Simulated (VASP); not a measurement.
# AlCo (Pm-3m) in VASP: a series of runs

AlCo is run at these levels: r2SCAN, PBE; tasks: single point.

All numbers are computed with VASP 6.6.1; they aren't measurements. Logs are shortened: lines on timing, memory, paths and dates and some standing lists are left out, and cuts for length are marked.

### Step 1. The cell of the first run

The structure is cubic, space group Pm-3m (No. 221). Conventional cell: a = 2.819 Å, b = 2.819 Å, c = 2.819 Å, α = 90.00°, β = 90.00°, γ = 90.00°. Co (site symmetry m-3m) has 8 Al at 2.44 Å and 6 Co at 2.82 Å within 3.2 Å. Al (site symmetry m-3m) has 8 Co at 2.44 Å and 6 Al at 2.82 Å within 3.2 Å.

### Step 2. Single point, r2SCAN, collinear spin, ferromagnetic start

Contents of POSCAR:

```
AlCo
1.0
    2.8194032100      0.0000000000      0.0000000000
    0.0000000000      2.8194032100      0.0000000000
    0.0000000000      0.0000000000      2.8194032100
Co Al
1 1
Direct
    0.5000000000      0.5000000000      0.5000000000
    0.0000000000      0.0000000000      0.0000000000
```

Contents of INCAR.step1:

```
SYSTEM = AlCo
  PREC = Accurate
  ENCUT = 520
  ISMEAR = 0
  SIGMA = 0.05
  LREAL = .FALSE.
  LASPH = .TRUE.
  NELM = 150
  ISPIN = 2
  MAGMOM = 2 0
  LMAXMIX = 4
  NBANDS = 17
  GGA = PE
  ALGO = Normal
  EDIFF = 1E-4
  LWAVE = .TRUE.
  LCHARG = .FALSE.
```

Contents of INCAR.step2:

```
SYSTEM = AlCo
  PREC = Accurate
  ENCUT = 520
  EDIFF = 1E-6
  ISMEAR = 0
  SIGMA = 0.05
  LREAL = .FALSE.
  LASPH = .TRUE.
  NELM = 150
  ALGO = Normal
  ISIF = 2
  LWAVE = .FALSE.
  LCHARG = .FALSE.
  ISPIN = 2
  MAGMOM = 2 0
  LORBIT = 11
  LMAXMIX = 4
  METAGGA = R2SCAN
  LMIXTAU = .TRUE.
  NBANDS = 17
  ISTART = 1
```

Contents of KPOINTS:

```
regular mesh
0
G
  8 8 8
  0 0 0
```

Potentials or basis: VASP PAW PBE potentials, release 64 (Co, Al).

On the command line:

```bash
$ cat potpaw_PBE.64/Co/POTCAR potpaw_PBE.64/Al/POTCAR > POTCAR
$ cp INCAR.step1 INCAR
$ mpirun -np 1 vasp_std > vasp.out
$ cp INCAR.step2 INCAR
$ mpirun -np 1 vasp_std > vasp.out
```

OUTCAR:

```text
SYSTEM = AlCo
   PREC = Accurate
   ENCUT = 520
   EDIFF = 1E-6
   ISMEAR = 0
   LREAL = .FALSE.
   LASPH = .TRUE.
   NELM = 150
   ISIF = 2
   ISPIN = 2
   LORBIT = 11
   METAGGA = R2SCAN
   ISTART = 1

 ion  position               nearest neighbor table
   1  0.500  0.500  0.500-   2 2.44   2 2.44   2 2.44   2 2.44   2 2.44   2 2.44   2 2.44   2 2.44

   2  0.000  0.000  0.000-   1 2.44   1 2.44   1 2.44   1 2.44   1 2.44   1 2.44   1 2.44   1 2.44

  LATTYP: Found a simple cubic cell.
 ALAT       =     2.8194032100

  Lattice vectors:

 A1 = (   2.8194032100,   0.0000000000,   0.0000000000)
 A2 = (   0.0000000000,   2.8194032100,   0.0000000000)
 A3 = (   0.0000000000,   0.0000000000,   2.8194032100)

Analysis of symmetry for initial positions (statically):
=====================================================================
 Subroutine PRICEL returns:
 Original cell was already a primitive cell.

 Routine SETGRP: Setting up the symmetry group for a
 simple cubic supercell.

 Subroutine GETGRP returns: Found 48 space group operations
 (whereof 48 operations were pure point group operations)
 out of a pool of 48 trial point group operations.

The static configuration has the point symmetry O_h .

Analysis of symmetry for dynamics (positions and initial velocities):
=====================================================================
 Subroutine PRICEL returns:
 Original cell was already a primitive cell.

 Routine SETGRP: Setting up the symmetry group for a
 simple cubic supercell.

 Subroutine GETGRP returns: Found 48 space group operations
 (whereof 48 operations were pure point group operations)
 out of a pool of 48 trial point group operations.

The dynamic configuration has the point symmetry O_h .

Analysis of structural, dynamic, and magnetic symmetry:
=====================================================================
 Subroutine PRICEL returns:
 Original cell was already a primitive cell.

 Routine SETGRP: Setting up the symmetry group for a
 simple cubic supercell.

 Subroutine GETGRP returns: Found 48 space group operations
 (whereof 48 operations were pure point group operations)
 out of a pool of 48 trial point group operations.

The overall configuration has the point symmetry O_h .

 Subroutine INISYM returns: Found 48 space group operations
 (whereof 48 operations are pure point group operations),
 and found     1 'primitive' translations

----------------------------------------------------------------------------------------

                                     Primitive cell

[... 115 lines left out ...]
   METAGGA = R2SCAN    functional components
   LHFCALC =     F    Hartree Fock is set to
   AEXX    =    0.0000 exact exchange contribution
   IVDW    =     0    specifies the selected vdW correction
   LEPSILON=     F    determine dielectric tensor
   LRPA    =     F    only Hartree local field effects (RPA)
 spin polarized calculation
 Gauss-broadening in eV      SIGMA  =   0.05
  energy-cutoff  :      520.00
  volume of cell :       22.41
 maximum number of plane-waves:       624
 NGX is ok and might be reduce to    24
   NGX = 11   NGY = 11   NGZ = 11

 number of electron      11.9999996 magnetization       0.0001347

 number of electron      11.9999996 magnetization      -0.0001006

 Free energy of the ion-electron system (eV)
  ---------------------------------------------------
  ext. energy  EPLUGINS =         0.00000000
  ---------------------------------------------------
  free energy    TOTEN  =       -21.07436658 eV

  energy without entropy =      -21.07290611  energy(sigma->0) =      -21.07363635

 E-fermi :  10.9486     XC(G=0): -13.4290

 val. band max:       10.9374592269   @ k =   0.5000   0.5000   0.2500
 cond. band min:      11.0155314400   @ k =   0.5000   0.3750   0.1250
 fundamental gap:      0.0780722131
 Fermi energy:        10.9486140222

 spin component 1

 k-point     1 :       0.0000    0.0000    0.0000
  band No.  band energies     occupation
      1      -1.0052      1.00000
      2       7.7202      1.00000
      3       7.7203      1.00000
      4       9.8073      1.00000
      5       9.8073      1.00000
      6       9.8073      1.00000
[... 459 lines left out ...]
      6       9.6328      1.00000
[... 9 lines left out ...]
     16      34.0383      0.00000
     17      37.3288      0.00000

 [... further k-points ...]

 spin component 2

 k-point     1 :       0.0000    0.0000    0.0000
  band No.  band energies     occupation
      1      -1.0052      1.00000
      2       7.7200      1.00000
      3       7.7200      1.00000
      4       9.8072      1.00000
      5       9.8072      1.00000
      6       9.8072      1.00000
[... 459 lines left out ...]
      6       9.6327      1.00000
[... 9 lines left out ...]
     16      34.0383      0.00000
     17      37.3288      0.00000

 [... further k-points ...]

------------------------ aborting loop because EDIFF is reached ----------------------------------------

  FORCE on cell =-STRESS in cart. coord.  units (eV):
  Direction    XX          YY          ZZ          XY          YZ          ZX
  --------------------------------------------------------------------------------------
  -------------------------------------------------------------------------------------
  Total        0.0596026      0.0596026      0.0596026      0.0000000     -0.0000000      0.0000000
  in kB        4.2609265      4.2609265      4.2609265      0.0000000     -0.0000000      0.0000000
  external PRESSURE =       4.2609265 kB  Pullay stress =       0.0000000 kB

 VOLUME and BASIS-vectors are now :
 -----------------------------------------------------------------------------
  energy-cutoff  :      520.00
  volume of cell :       22.41
      direct lattice vectors                 reciprocal lattice vectors
     2.819403210  0.000000000  0.000000000     0.354684990  0.000000000  0.000000000
     0.000000000  2.819403210  0.000000000     0.000000000  0.354684990  0.000000000
     0.000000000  0.000000000  2.819403210     0.000000000  0.000000000  0.354684990

 POSITION                                       TOTAL-FORCE (eV/Angst)
 -----------------------------------------------------------------------------------
      1.40970      1.40970      1.40970         0.000000      0.000000      0.000000
      0.00000      0.00000      0.00000         0.000000      0.000000      0.000000
 -----------------------------------------------------------------------------------
    total drift:                                0.000000     -0.000000     -0.000000

  FREE ENERGIE OF THE ION-ELECTRON SYSTEM (eV)
  ---------------------------------------------------
  free  energy   TOTEN  =       -21.0743665821 eV

  energy  without entropy=      -21.0729061146  energy(sigma->0) =      -21.07363635

 total charge

# of ion       s       p       d       tot
------------------------------------------
    1        0.466   0.579   7.509   8.554
    2        0.396   0.455   0.000   0.851
--------------------------------------------------
tot          0.862   1.034   7.509   9.404

 magnetization (x)

# of ion       s       p       d       tot
------------------------------------------
    1        0.000   0.000  -0.000  -0.000
    2        0.000   0.000   0.000   0.000
--------------------------------------------------
tot          0.000   0.000  -0.000  -0.000
```

OUTCAR.step1:

```text
SYSTEM = AlCo
   PREC = Accurate
   ENCUT = 520
   ISMEAR = 0
   LREAL = .FALSE.
   LASPH = .TRUE.
[... 1206 lines left out ...]
      1.40970      1.40970      1.40970         0.000000      0.000000      0.000000
      0.00000      0.00000      0.00000         0.000000      0.000000      0.000000
 -----------------------------------------------------------------------------------
    total drift:                                0.000000     -0.000000     -0.000000

  FREE ENERGIE OF THE ION-ELECTRON SYSTEM (eV)
  ---------------------------------------------------
  free  energy   TOTEN  =       -11.9681214448 eV

  energy  without entropy=      -11.9670929119  energy(sigma->0) =      -11.96760718
```

Wall time 70 s (1 thread of AMD EPYC 9R45 (Zen 5), shared host); peak memory 0.14 GiB.

What came out:

```
Free energy                                           : -21.0744 eV
Pressure                                              : 0.4 GPa
Band gap on the k mesh                                : zero (filled and empty bands overlap)
Net moment                                            : 0.00 μB per cell
Valence electrons inside the program's atomic spheres : Co 8.55; Al 0.85
```

Caveat: the starting moments collapsed, and a magnetic state may lie lower; the PAW data sets were made with another functional, which shifts forces and pressure a little.

### Step 3. Single point, PBE, collinear spin, ferromagnetic start

Contents of INCAR:

```
SYSTEM = AlCo
  PREC = Accurate
  ENCUT = 520
  EDIFF = 1E-6
  ISMEAR = 1
  SIGMA = 0.1
  LREAL = .False.
  LASPH = .True.
  NELM = 150
  ALGO = Fast
  ISIF = 2
  LWAVE = .False.
  LCHARG = .True.
  ISPIN = 2
  MAGMOM = 2 0
  LORBIT = 11
  LMAXMIX = 4
  GGA = PE
  LELF = .True.
  LVHAR = .True.
  NBANDS = 17
```

Contents of KPOINTS:

```
Automatic mesh
0
Gamma
  11 11 11
  0 0 0
```

POSCAR is that of step 2.

Potentials or basis: VASP PAW PBE potentials, release 64 (Co, Al).

On the command line:

```bash
$ cat potpaw_PBE.64/Co/POTCAR potpaw_PBE.64/Al/POTCAR > POTCAR
$ mpirun -np 1 vasp_std > vasp.out
```

OUTCAR:

```text
SYSTEM = AlCo
   PREC = Accurate
   ENCUT = 520
   EDIFF = 1E-6
   ISMEAR = 1
   LREAL = .False.
   LASPH = .True.
   NELM = 150
   ISIF = 2
   ISPIN = 2
   LORBIT = 11
   GGA = PE

 ion  position               nearest neighbor table
   1  0.500  0.500  0.500-   2 2.44   2 2.44   2 2.44   2 2.44   2 2.44   2 2.44   2 2.44   2 2.44

   2  0.000  0.000  0.000-   1 2.44   1 2.44   1 2.44   1 2.44   1 2.44   1 2.44   1 2.44   1 2.44

  LATTYP: Found a simple cubic cell.
 ALAT       =     2.8194032100

  Lattice vectors:

 A1 = (   2.8194032100,   0.0000000000,   0.0000000000)
 A2 = (   0.0000000000,   2.8194032100,   0.0000000000)
 A3 = (   0.0000000000,   0.0000000000,   2.8194032100)
[... 1179 lines left out ...]
 -----------------------------------------------------------------------------
  energy-cutoff  :      520.00
  volume of cell :       22.41
      direct lattice vectors                 reciprocal lattice vectors
     2.819403210  0.000000000  0.000000000     0.354684990  0.000000000  0.000000000
     0.000000000  2.819403210  0.000000000     0.000000000  0.354684990  0.000000000
     0.000000000  0.000000000  2.819403210     0.000000000  0.000000000  0.354684990

 POSITION                                       TOTAL-FORCE (eV/Angst)
 -----------------------------------------------------------------------------------
      1.40970      1.40970      1.40970         0.000000      0.000000      0.000000
      0.00000      0.00000      0.00000         0.000000      0.000000      0.000000
 -----------------------------------------------------------------------------------
    total drift:                                0.000000     -0.000000     -0.000000

  FREE ENERGIE OF THE ION-ELECTRON SYSTEM (eV)
  ---------------------------------------------------
  free  energy   TOTEN  =       -11.9704322452 eV

  energy  without entropy=      -11.9696231008  energy(sigma->0) =      -11.97016253

 total charge

# of ion       s       p       d       tot
------------------------------------------
    1        0.446   0.536   7.530   8.512
    2        0.399   0.443   0.000   0.842
--------------------------------------------------
tot          0.845   0.979   7.530   9.354

 magnetization (x)

# of ion       s       p       d       tot
------------------------------------------
    1       -0.000   0.000   0.000   0.000
    2       -0.000  -0.000   0.000  -0.000
--------------------------------------------------
tot         -0.000   0.000   0.000   0.000
```

Run time: 30 s. Hardware: 1 thread of AMD EPYC 9R45 (Zen 5), shared host; peak memory 0.14 GiB.

What came out:

* Free energy: -11.9704 eV
* Pressure: 6.4 GPa
* Band gap on the k mesh: zero (filled and empty bands overlap)
* Net moment: 0.00 μB per cell
* Valence electrons inside the program's atomic spheres: Co 8.51; Al 0.84

Caveat: the starting moments collapsed, and a magnetic state may lie lower.
